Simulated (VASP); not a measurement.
# Fe (P6/mmm) in VASP: single point with PBEsol

Aim: the single point of Fe with PBEsol.

Program: VASP 6.6.1. These are calculated values, not measurements. Logs are shortened: lines on timing, memory, paths and dates and some standing lists are left out, and cuts for length are marked.

## Step 1: The cell of the first run

Symmetry: P6/mmm, No. 191, hexagonal system. Conventional cell: a = 2.418 Å, b = 2.418 Å, c = 2.330 Å, α = 90.00°, β = 90.00°, γ = 120.00°. Within 3.1 Å of Fe (site symmetry 6/mmm) lie 8 Fe at 2.33 to 2.42 Å.

This isn't the form of Fe at room conditions, which is bcc.

## Step 2: Single point, PBEsol, collinear spin, ferromagnetic start

INCAR reads:

```
SYSTEM = Fe
PREC     = Accurate       ! precision mode
ENCUT    = 600            ! plane-wave cutoff, eV
EDIFF    = 1E-6           ! SCF threshold, eV
ISMEAR   = 0              ! smearing method
SIGMA    = 0.1            ! smearing width, eV
LREAL    = .False.        ! projectors in reciprocal space
LASPH    = .True.         ! aspherical terms in the spheres
NELM     = 200            ! most SCF steps
ALGO     = Normal         ! electronic algorithm
ISIF     = 2              ! what is computed and relaxed
LWAVE    = .False.        ! write WAVECAR
LCHARG   = .False.        ! write CHGCAR
ISPIN    = 2              ! spin polarisation
MAGMOM   = 2.25           ! initial moments
LORBIT   = 11             ! projections on sites
LMAXMIX  = 4              ! l up to which the mixer works
GGA      = PS             ! functional
NBANDS   = 18             ! bands
GGA_COMPAT= .False.
```

KPOINTS reads:

```
Automatic mesh
0
Gamma
  27 27 24
  0 0 0
```

POSCAR reads:

```
Fe
1.0
    2.4183807339      0.0000000000      0.0000000000
   -1.2091903670      2.0943791516      0.0000000000
    0.0000000000      0.0000000000      2.3304089164
Fe
1
Direct
    0.0000000000      0.0000000000      0.0000000000
```

Potentials or basis: VASP PAW PBE potentials, release 64 (Fe_sv).

Launch:

```console
cat potpaw_PBE.64/Fe_sv/POTCAR > POTCAR
mpirun -np 1 vasp_std > vasp.out
```

OUTCAR:

```text
SYSTEM = Fe
   PREC = Accurate
   ENCUT = 600
   EDIFF = 1E-6
   ISMEAR = 0
   LREAL = .False.
   LASPH = .True.
   NELM = 200
   ISIF = 2
   ISPIN = 2
   LORBIT = 11
   GGA = PS

 ion  position               nearest neighbor table
   1  0.000  0.000  0.000-

  LATTYP: Found a hexagonal cell.
 ALAT       =     2.4183807339
 C/A-ratio  =     0.9636236692

  Lattice vectors:

 A1 = (   2.4183807339,   0.0000000000,   0.0000000000)
 A2 = (  -1.2091903670,   2.0943791516,   0.0000000000)
 A3 = (   0.0000000000,   0.0000000000,   2.3304089164)

Analysis of symmetry for initial positions (statically):
=====================================================================
 Subroutine PRICEL returns:
 Original cell was already a primitive cell.

 Routine SETGRP: Setting up the symmetry group for a
 hexagonal supercell.

 Subroutine GETGRP returns: Found 24 space group operations
 (whereof 24 operations were pure point group operations)
 out of a pool of 24 trial point group operations.

The static configuration has the point symmetry D_6h.

Analysis of symmetry for dynamics (positions and initial velocities):
=====================================================================
 Subroutine PRICEL returns:
 Original cell was already a primitive cell.

 Routine SETGRP: Setting up the symmetry group for a
 hexagonal supercell.

 Subroutine GETGRP returns: Found 24 space group operations
 (whereof 24 operations were pure point group operations)
 out of a pool of 24 trial point group operations.

The dynamic configuration has the point symmetry D_6h.

Analysis of structural, dynamic, and magnetic symmetry:
=====================================================================
 Subroutine PRICEL returns:
 Original cell was already a primitive cell.

 Routine SETGRP: Setting up the symmetry group for a
 hexagonal supercell.

 Subroutine GETGRP returns: Found 24 space group operations
 (whereof 24 operations were pure point group operations)
 out of a pool of 24 trial point group operations.

The overall configuration has the point symmetry D_6h.

 Subroutine INISYM returns: Found 24 space group operations
 (whereof 24 operations are pure point group operations),
 and found     1 'primitive' translations

----------------------------------------------------------------------------------------

                                     Primitive cell

  volume of cell :      11.8035

  direct lattice vectors                    reciprocal lattice vectors
[... 98 lines left out ...]
   EMIN   =  10.00;   EMAX   =-10.00  energy-range for DOS
   EFERMI =   0.00;   METHOD = LEGACY
   ISMEAR =     0;   SIGMA  =   0.10  broadening in eV -4-tet -1-fermi 0-gaus
   EFERMI_NEDOS =   21; number of points for ismear=-14 and -15
   IALGO  =     38    algorithm
   IMIX   =      4    mixing-type and parameters
     AMIX     =   0.40;   BMIX     =  1.00
     AMIX_MAG =   1.60;   BMIX_MAG =  1.00
  volume/ion in A,a.u.               =      11.80        79.65
  Fermi-wavevector in a.u.,A,eV,Ry     =   1.811802  3.423810 44.662856  3.282627
  Thomas-Fermi vector in A             =   2.870181
   LORBIT       =     11    0 simple, 1 ext, 2 COOP (PROOUT), +10 PAW based schemes
   GGA     = PS    functional components
   LHFCALC =     F    Hartree Fock is set to
   AEXX    =    0.0000 exact exchange contribution
   IVDW    =     0    specifies the selected vdW correction
   LEPSILON=     F    determine dielectric tensor
   LRPA    =     F    only Hartree local field effects (RPA)
 spin polarized calculation
 Gauss-broadening in eV      SIGMA  =   0.10
  energy-cutoff  :      600.00
  volume of cell :       11.80
 maximum number of plane-waves:       408
 NGX is ok and might be reduce to    20
   NGX =  9   NGY =  9   NGZ =  9

 number of electron      16.0000008 magnetization       2.2002860

 Free energy of the ion-electron system (eV)
  ---------------------------------------------------
  ext. energy  EPLUGINS =         0.00000000
  ---------------------------------------------------
  free energy    TOTEN  =        -8.49116384 eV

  energy without entropy =       -8.48536394  energy(sigma->0) =       -8.48826389

 E-fermi :  11.6089     XC(G=0): -13.6049

 val. band max:       11.6073597763   @ k =   0.4074   0.0370   0.4167
 cond. band min:      11.6097619386   @ k =   0.0741   0.0370   0.2500
 fundamental gap:      0.0024021624
 Fermi energy:        11.6088511476

 spin component 1

 k-point     1 :       0.0000    0.0000    0.0000
  band No.  band energies     occupation
      1     -76.3214      1.00000
      2     -42.2996      1.00000
      3     -42.1682      1.00000
      4     -42.1682      1.00000
      5       3.0103      1.00000
      6       7.3723      1.00000
[... 493 lines left out ...]
     17      46.7874      0.00000
     18      49.7289      0.00000

 [... further k-points ...]

 spin component 2

 k-point     1 :       0.0000    0.0000    0.0000
  band No.  band energies     occupation
      1     -73.8062      1.00000
      2     -39.7446      1.00000
      3     -39.7446      1.00000
      4     -39.7176      1.00000
      5       3.3789      1.00000
      6       8.7367      1.00000
[... 493 lines left out ...]
     17      47.0168      0.00000
     18      50.2399      0.00000

 [... further k-points ...]

------------------------ aborting loop because EDIFF is reached ----------------------------------------

  FORCE on cell =-STRESS in cart. coord.  units (eV):
  Direction    XX          YY          ZZ          XY          YZ          ZX
  --------------------------------------------------------------------------------------
  -------------------------------------------------------------------------------------
  Total       -0.2522526     -0.2522526     -0.2391272      0.0000000      0.0000000     -0.0000000
  in kB      -34.2400252    -34.2400252    -32.4584321      0.0000000      0.0000000     -0.0000000
  external PRESSURE =     -33.6461609 kB  Pullay stress =       0.0000000 kB

 VOLUME and BASIS-vectors are now :
 -----------------------------------------------------------------------------
  energy-cutoff  :      600.00
  volume of cell :       11.80
      direct lattice vectors                 reciprocal lattice vectors
     2.418380734  0.000000000  0.000000000     0.413499821  0.238734233  0.000000000
    -1.209190367  2.094379152  0.000000000     0.000000000  0.477468466  0.000000000
     0.000000000  0.000000000  2.330408916     0.000000000  0.000000000  0.429109240

 POSITION                                       TOTAL-FORCE (eV/Angst)
 -----------------------------------------------------------------------------------
      0.00000      0.00000      0.00000         0.000000      0.000000      0.000000
 -----------------------------------------------------------------------------------
    total drift:                               -0.000000      0.000000     -0.000000

  FREE ENERGIE OF THE ION-ELECTRON SYSTEM (eV)
  ---------------------------------------------------
  free  energy   TOTEN  =        -8.4911638402 eV

  energy  without entropy=       -8.4853639363  energy(sigma->0) =       -8.48826389

 total charge

# of ion       s       p       d       tot
------------------------------------------
    1        2.200   6.026   5.559  13.785

 magnetization (x)

# of ion       s       p       d       tot
------------------------------------------
    1        0.005   0.002   2.118   2.126
```

OSZICAR:

```text
N       E                     dE             d eps       ncg     rms          rms(c)
DAV:   1     0.209212579895E+03    0.20921E+03   -0.94224E+03 73506   0.140E+03
DAV:   2    -0.919151765568E+00   -0.21013E+03   -0.19458E+03 70844   0.424E+02
DAV:   3    -0.943696791217E+01   -0.85178E+01   -0.84118E+01 82536   0.103E+02
DAV:   4    -0.954915958635E+01   -0.11219E+00   -0.11217E+00 82210   0.121E+01
DAV:   5    -0.955171745670E+01   -0.25579E-02   -0.25578E-02 81798   0.189E+00    0.120E+01
DAV:   6    -0.866586205961E+01    0.88586E+00   -0.35278E+00 77984   0.497E+01    0.106E+01
DAV:   7    -0.849698077210E+01    0.16888E+00   -0.51970E-01 79006   0.185E+01    0.415E+00
DAV:   8    -0.849529094996E+01    0.16898E-02   -0.11279E-02 85760   0.152E+00    0.151E+00
DAV:   9    -0.849118248780E+01    0.41085E-02   -0.44959E-03 92024   0.118E+00    0.429E-01
DAV:  10    -0.849111292706E+01    0.69561E-04   -0.54959E-04 83910   0.453E-01    0.161E-01
DAV:  11    -0.849114989422E+01   -0.36967E-04   -0.53179E-05 94296   0.136E-01    0.445E-02
DAV:  12    -0.849116300782E+01   -0.13114E-04   -0.10880E-05 76008   0.454E-02    0.141E-02
DAV:  13    -0.849116384018E+01   -0.83235E-06   -0.31394E-07 52308   0.801E-03
   1 F= -.84911638E+01 E0= -.84882639E+01  d E =-.579990E-02  mag=     2.2006
```

stdout:

```text
POSCAR found type information on POSCAR Fe
 POSCAR found :  1 types and       1 ions
 scaLAPACK will be used
 -----------------------------------------------------------------------------
|                                                                             |
|                                                                             |
|     You enforced a specific xc type in the INCAR file but a different       |
|     I HOPE YOU KNOW WHAT YOU ARE DOING!                                     |
|                                                                             |
 -----------------------------------------------------------------------------

 LDA part: xc-table for (Slater+PW92), standard interpolation
 POSCAR, INCAR and KPOINTS ok, starting setup
 FFT: planning ... GRIDC
 FFT: planning ... GRID_SOFT
 FFT: planning ... GRID
 WAVECAR not read
 entering main loop
```

Run time: 3.9 min. Hardware: 1 thread of AMD EPYC 9R45 (Zen 5), shared host; peak memory 0.39 GiB.

Results:

| Item | Value |
| --- | --- |
| Free energy | -8.4912 eV |
| Pressure | -3.4 GPa |
| Net moment | 2.20 μB per cell |
| Site moments | Fe +2.13 μB |
| Valence electrons inside the program's atomic spheres | Fe 13.79 |

Stress tensor (GPa, compression positive):
```
-3.42  0.00  0.00
 0.00 -3.42  0.00
 0.00  0.00 -3.25
```

Caveat: the cell stands under tension; the PAW data sets were made with another functional, which shifts forces and pressure a little.
